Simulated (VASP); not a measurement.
# Rb (P6_3/mmc) in VASP: a series of runs, part 2 of 2

VASP 6.6.1. The steps go on from the part before.

## 4. Single point, LDA (71.84 Å³/atom)

This run uses another cell than the first one, of 71.84 Å³/atom.

INCAR

```
PREC = Accurate ; ENCUT = 520
EDIFF = 1E-6 ; ISMEAR = -1
SIGMA = 0.1 ; LREAL = F
LASPH = T ; NELM = 80
ALGO = Normal ; ISIF = 2
LWAVE = F ; LCHARG = F
GGA = CA ; NBANDS = 26
```

KPOINTS

```
Automatic mesh
0
Gamma
  9 9 3
```

POSCAR

```
Rb
1.0
    4.6488288471      0.0000000000      0.0000000000
   -2.3244144235      4.0260038794      0.0000000000
    0.0000000000      0.0000000000     15.3525443292
Rb
4
Direct
    1.0000000000      0.0000000000      1.0000000000
    1.0000000000      0.0000000000      0.5000000000
    0.3333333333      0.6666666667      0.2500000000
    0.6666666667      0.3333333333      0.7500000000
```

Potentials or basis: VASP PAW LDA potentials, release 64 (Rb_sv).

Launch:

```console
> cat potpaw_LDA.64/Rb_sv/POTCAR > POTCAR
> mpirun -np 1 vasp_std > vasp.out
```

OUTCAR:

```text
PREC = Accurate
   ENCUT = 520
   EDIFF = 1E-6
   ISMEAR = -1
   LREAL = F
   LASPH = T
   NELM = 80
   ISIF = 2
   GGA = CA

 ion  position               nearest neighbor table
   1  0.000  0.000  0.000-   3 4.68   4 4.68   3 4.68   4 4.68   4 4.68   3 4.68
   2  0.000  0.000  0.500-   3 4.68   4 4.68   3 4.68   4 4.68   4 4.68   3 4.68
   3  0.333  0.667  0.250-   1 4.68   2 4.68   1 4.68   2 4.68   1 4.68   2 4.68
   4  0.667  0.333  0.750-   1 4.68   2 4.68   1 4.68   2 4.68   1 4.68   2 4.68

  LATTYP: Found a hexagonal cell.
 ALAT       =     4.6488288471
 C/A-ratio  =     3.3024541953

  Lattice vectors:

 A1 = (   4.6488288471,   0.0000000000,   0.0000000000)
 A2 = (  -2.3244144235,   4.0260038794,   0.0000000000)
 A3 = (   0.0000000000,   0.0000000000,  15.3525443292)

Analysis of symmetry for initial positions (statically):
=====================================================================
 Subroutine PRICEL returns:
 Original cell was already a primitive cell.

 Routine SETGRP: Setting up the symmetry group for a
 hexagonal supercell.

 Subroutine GETGRP returns: Found 24 space group operations
 (whereof 12 operations were pure point group operations)
 out of a pool of 24 trial point group operations.

The static configuration has the point symmetry D_3d.
 The point group associated with its full space group is D_6h.

Analysis of symmetry for dynamics (positions and initial velocities):
=====================================================================
 Subroutine PRICEL returns:
 Original cell was already a primitive cell.

 Routine SETGRP: Setting up the symmetry group for a
 hexagonal supercell.

 Subroutine GETGRP returns: Found 24 space group operations
 (whereof 12 operations were pure point group operations)
 out of a pool of 24 trial point group operations.

The dynamic configuration has the point symmetry D_3d.
 The point group associated with its full space group is D_6h.

 Subroutine INISYM returns: Found 24 space group operations
 (whereof 12 operations are pure point group operations),
 and found     1 'primitive' translations

----------------------------------------------------------------------------------------

                                     Primitive cell

  volume of cell :     287.3413

  direct lattice vectors                    reciprocal lattice vectors
     4.648828847  0.000000000  0.000000000     0.215107941  0.124192627  0.000000000
    -2.324414423  4.026003879  0.000000000     0.000000000  0.248385255  0.000000000
     0.000000000  0.000000000 15.352544329     0.000000000  0.000000000  0.065135783

  length of vectors
     4.648828847  4.648828847 15.352544329     0.248385255  0.248385255  0.065135783

  position of ions in fractional coordinates (direct lattice)
     0.000000000  0.000000000  0.000000000
     0.000000000  0.000000000  0.500000000
     0.333333333  0.666666667  0.250000000
     0.666666667  0.333333333  0.750000000

  ion indices of the primitive-cell ions
   primitive index   ion index
                 1           1
                 2           2
                 3           3
                 4           4

----------------------------------------------------------------------------------------

 KPOINTS: Automatic mesh

Automatic generation of k-mesh.
 Grid dimensions read from file:
 generate k-points for:    9    9    3

 Generating k-lattice:

  Cartesian coordinates                     Fractional coordinates (reciprocal lattice)
     0.023900882  0.013799181  0.000000000     0.111111111  0.000000000  0.000000000
     0.000000000  0.027598362  0.000000000     0.000000000  0.111111111  0.000000000
     0.000000000  0.000000000  0.021711928     0.000000000  0.000000000  0.333333333

  Length of vectors
     0.027598362  0.027598362  0.021711928

  Shift w.r.t. Gamma in fractional coordinates (k-lattice)
     0.000000000  0.000000000  0.000000000

 Subroutine IBZKPT returns following result:
 ===========================================

 Found     24 irreducible k-points:

 Following reciprocal coordinates:
            Coordinates               Weight
  0.000000  0.000000  0.000000      1.000000
  0.111111  0.000000  0.000000      6.000000
  0.222222  0.000000  0.000000      6.000000
  0.333333  0.000000  0.000000      6.000000
  0.444444  0.000000  0.000000      6.000000
  0.111111  0.111111  0.000000      6.000000
[... 16 lines left out ...]
  0.333333  0.222222  0.333333     24.000000
  0.333333  0.333333  0.333333      4.000000
   k-points           NKPTS =     24   k-points in BZ     NKDIM =     24   number of bands    NBANDS=     26
   number of dos      NEDOS =    301   number of ions     NIONS =      4
   total plane-waves  NPLWV = 155520
   dimension x,y,z NGX =    36 NGY =   36 NGZ =  120
   dimension x,y,z NGXF=    72 NGYF=   72 NGZF=  240
   ions per type =               4
   NGX,Y,Z   is equivalent  to a cutoff of  12.87, 12.87, 12.99 a.u.
   NGXF,Y,Z  is equivalent  to a cutoff of  25.75, 25.75, 25.99 a.u.
 SYSTEM =  unknown system
   PREC   = accura    normal or accurate (medium, high low for compatibility)
   ISTART =      0    job   : 0-new  1-cont  2-samecut
   ICHARG =      2    charge: 1-file 2-atom 10-const
   ISPIN  =      1    spin polarized calculation?
   LNONCOLLINEAR =      F non collinear calculations
   LSORBIT =      F    spin-orbit coupling
   LASPH  =      T    aspherical Exc in radial PAW
   ENCUT  =  520.0 eV  38.22 Ry    6.18 a.u.   8.64  8.64 28.55*2*pi/ulx,y,z
   NELM   =     80;   NELMIN=  2; NELMDL= -5     # of ELM steps
   EDIFF  = 0.1E-05   stopping-criterion for ELM
   LREAL  =      F    real-space projection
   EDIFFG = 0.1E-04   stopping-criterion for IOM
   NSW    =      0    number of steps for IOM
   IBRION =     -1    ionic relax: 0-MD 1-quasi-New 2-CG
   NFREE  =      0    steps in history (QN), initial steepest desc. (CG)
   ISIF   =      2    stress and relaxation
   ISYM   =      2    0-nonsym 1-usesym 2-fastsym
   POTIM  = 0.5000    time-step for ionic-motion
   TEBEG  =    0.0;   TEEND  =   0.0 temperature during run
   PSTRESS=    0.0 pullay stress
   NELECT =      36.0000    total number of electrons
   NUPDOWN=      -1.0000    fix difference up-down
   EMIN   =  10.00;   EMAX   =-10.00  energy-range for DOS
   EFERMI =   0.00;   METHOD = LEGACY
   ISMEAR =    -1;   SIGMA  =   0.10  broadening in eV -4-tet -1-fermi 0-gaus
   EFERMI_NEDOS =   21; number of points for ismear=-14 and -15
   IALGO  =     38    algorithm
   IMIX   =      4    mixing-type and parameters
     AMIX     =   0.40;   BMIX     =  1.00
     AMIX_MAG =   1.60;   BMIX_MAG =  1.00
  volume/ion in A,a.u.               =      71.84       484.77
  Fermi-wavevector in a.u.,A,eV,Ry     =   0.819174  1.548015  9.130141  0.671046
  Thomas-Fermi vector in A             =   1.929932
   LORBIT       =      0    0 simple, 1 ext, 2 COOP (PROOUT), +10 PAW based schemes
   GGA     = CA    functional components
   LHFCALC =     F    Hartree Fock is set to
   AEXX    =    0.0000 exact exchange contribution
   IVDW    =     0    specifies the selected vdW correction
   LEPSILON=     F    determine dielectric tensor
   LRPA    =     F    only Hartree local field effects (RPA)
 non-spin polarized calculation
  energy-cutoff  :      520.00
  volume of cell :      287.34
 maximum number of plane-waves:      7779
 NGX is ok and might be reduce to    36
   NGX = 17   NGY = 17   NGZ = 57

 number of electron      36.0000000 magnetization

 Free energy of the ion-electron system (eV)
  ---------------------------------------------------
  ext. energy  EPLUGINS =         0.00000000
  ---------------------------------------------------
  free energy    TOTEN  =        -4.27986580 eV

  energy without entropy =       -4.16725044  energy(sigma->0) =       -4.22355812

 E-fermi :   0.3725     XC(G=0):  -6.3146

 val. band max:        0.3647658950   @ k =   0.0000   0.0000   0.0000
 cond. band min:       0.3774498112   @ k =   0.3333   0.1111   0.0000
 fundamental gap:      0.0126839163
 Fermi energy:         0.3724582503

 k-point     1 :       0.0000    0.0000    0.0000
  band No.  band energies     occupation
      1     -28.3213      2.00000
      2     -28.3156      2.00000
      3     -28.3153      2.00000
      4     -28.3097      2.00000
      5     -12.5988      2.00000
      6     -12.4955      2.00000
[... 685 lines left out ...]
     25       2.1550      0.00000
     26       2.2752      0.00000

------------------------ aborting loop because EDIFF is reached ----------------------------------------

  FORCE on cell =-STRESS in cart. coord.  units (eV):
  Direction    XX          YY          ZZ          XY          YZ          ZX
  --------------------------------------------------------------------------------------
  -------------------------------------------------------------------------------------
  Total        0.5993712      0.5993712      0.5673973      0.0000000      0.0000000      0.0000000
  in kB        3.3420145      3.3420145      3.1637326      0.0000000      0.0000000      0.0000000
  external PRESSURE =       3.2825872 kB  Pullay stress =       0.0000000 kB

 VOLUME and BASIS-vectors are now :
 -----------------------------------------------------------------------------
  energy-cutoff  :      520.00
  volume of cell :      287.34
      direct lattice vectors                 reciprocal lattice vectors
     4.648828847  0.000000000  0.000000000     0.215107941  0.124192627  0.000000000
    -2.324414423  4.026003879  0.000000000     0.000000000  0.248385255  0.000000000
     0.000000000  0.000000000 15.352544329     0.000000000  0.000000000  0.065135783

 POSITION                                       TOTAL-FORCE (eV/Angst)
 -----------------------------------------------------------------------------------
      0.00000      0.00000      0.00000         0.000000      0.000000     -0.000000
      0.00000      0.00000      7.67627         0.000000      0.000000     -0.000000
     -0.00000      2.68400      3.83814         0.000000     -0.000000     -0.000000
      2.32441      1.34200     11.51441        -0.000000      0.000000      0.000000
 -----------------------------------------------------------------------------------
    total drift:                               -0.000000      0.000000      0.000000

  FREE ENERGIE OF THE ION-ELECTRON SYSTEM (eV)
  ---------------------------------------------------
  free  energy   TOTEN  =        -4.2798658022 eV

  energy  without entropy=       -4.1672504360  energy(sigma->0) =       -4.22355812
```

Wall time 3.8 min (1 thread of Oxide Virtual Turin-like, shared host); peak memory 0.33 GiB.

What came out:

```
Free energy            : -4.2799 eV
Pressure               : 0.3 GPa
Band gap on the k mesh : zero (bands 18 and 19 overlap by 2.40 eV)
```

Levels at points of the mesh, in eV from the Fermi level:
| k point | band 15 | band 16 | band 17 | band 18 | band 19 | band 20 | band 21 | band 22 |
| --- | --- | --- | --- | --- | --- | --- | --- | --- |
| (0.00, 0.00, 0.00) | -12.76 | -12.76 | -2.32 | -1.51 | -1.51 | -0.01 | 0.87 | 2.34 |

## 5. Overview

| cell | k mesh | gap on the mesh (eV) | pressure (GPa) |
| --- | --- | --- | --- |
| a = 4.780, b = 4.780, c = 15.785 Å, angles 90.0, 90.0, 120.0°, 4 atoms | 7 × 7 × 2 | none | 0.0 |
| a = 4.580, b = 4.580, c = 15.127 Å, angles 90.0, 90.0, 120.0°, 4 atoms | 9 × 9 × 3 | none | 0.6 |
| a = 4.649, b = 4.649, c = 15.353 Å, angles 90.0, 90.0, 120.0°, 4 atoms | 9 × 9 × 3 | none | 0.3 |

Alike in all rows: task single point; level LDA; potentials or basis VASP PAW LDA potentials, release 64 (Rb_sv); no spin polarisation; cutoff (eV) 520; smearing fermi-dirac 0.1 eV.

Absolute energies hang on the potentials; compare differences alone.

The gap in the log of VASP goes by the Fermi energy; the results here count the filled bands.